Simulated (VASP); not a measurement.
Set up this calculation in VASP 6.6.1, as the native input.

```
Task                   : relaxation of cell and atoms
Functional             : BLYP
Potentials or basis    : VASP PAW PBE potentials, release 64 (Fe)
Cutoff                 : 600 eV
k mesh                 : 13 × 13 × 13
Occupations            : fermi-dirac, width 0.05 eV
Spin                   : collinear spin, ferromagnetic start
Starting moments       : [3.0] μB
Dipole correction      : no
Further INCAR settings : ALGO = Fast; EDIFF = 1e-06; IBRION = 2; EDIFFG = -0.01; NSW = 60; ISIF = 3
```

The structure of Fe lies in POSCAR:

```
Fe
1.0
    0.0000000000      1.9417396906      1.9651051623
    1.4984397099      0.0000000000      1.9651051623
    1.4984397099      1.9417396906      0.0000000000
Fe
1
Direct
    0.0000000000      0.0000000000      0.0000000000
```

The input as run:

INCAR

```
SYSTEM = Fe
  PREC = Accurate
  ENCUT = 600
  EDIFF = 1E-6
  ISMEAR = -1
  SIGMA = 0.05
  LREAL = .FALSE.
  LASPH = .TRUE.
  NELM = 150
  ALGO = Fast
  ISIF = 3
  LWAVE = .FALSE.
  LCHARG = .FALSE.
  ISPIN = 2
  MAGMOM = 3
  LORBIT = 11
  LMAXMIX = 4
  GGA = B5
  ALDAX = 1.0
  AGGAX = 1.0
  AGGAC = 1.0
  ALDAC = 0.0
  IBRION = 2
  NSW = 60
  EDIFFG = -0.01
```

KPOINTS

```
Automatic mesh
0
G
  13 13 13
  0 0 0
```

Potentials or basis: VASP PAW PBE potentials, release 64 (Fe).

Run with:

```console
$ cat potpaw_PBE.64/Fe/POTCAR > POTCAR
$ mpirun -np 1 vasp_std > vasp.out
```

Results of the run:

The relaxed volume is 11.84 Å³/atom and the relaxed cell is a = 2.872 Å, b = 2.486 Å, c = 2.488 Å, α = 70.52°, β = 54.70°, γ = 54.78°. The space group after relaxing (to 0.1 Å) is Im-3m (No. 229), the energy gained by relaxing is 24.5 meV/atom and the ionic steps are 20. The pressure after relaxing is 0.0 GPa and the net moment is 2.18 μB per cell. The site moments are Fe +2.18 μB. The valence electrons inside the program's atomic spheres are Fe 7.23.

Caveat: the PAW data sets were made with another functional, which shifts forces and pressure a little.

Run time: 7.2 min on 1 thread of Intel(R) Xeon(R) Platinum 8488C (Sapphire Rapids), on a shared host, peak memory 0.24 GiB.
